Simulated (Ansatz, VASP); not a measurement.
CaF2 in VASP and in Ansatz

```xyz
3
Lattice="0.0000 2.7846 2.7846 2.7846 0.0000 2.7846 2.7846 2.7846 0.0000" Properties=species:S:1:pos:R:3 pbc="T T T"
Ca    0.0000    0.0000    0.0000
F     1.3923    1.3923    1.3923
F     4.1768    4.1768    4.1768
```

Alike in both runs: task single point; functional PBEsol; k mesh 6 × 6 × 6; no spin polarisation.

```csv
,VASP,Ansatz
version,VASP 6.6.1,Ansatz 0.2.0
potentials or method,"VASP PAW PBE potentials, release 64 (Ca_sv, F), cutoff 600 eV","plane waves, PAW"
occupations,"gaussian, width 0.01 eV",fixed
valence electrons in the cell,24,24
```

VASP gave:

| Property | Result |
| --- | --- |
| pressure (GPa) | -5.7 |

Question: What did Ansatz give for the same quantities?

Answer: Pressure (GPa): -5.8.

VASP's potentials were made for PBE, not for PBEsol.
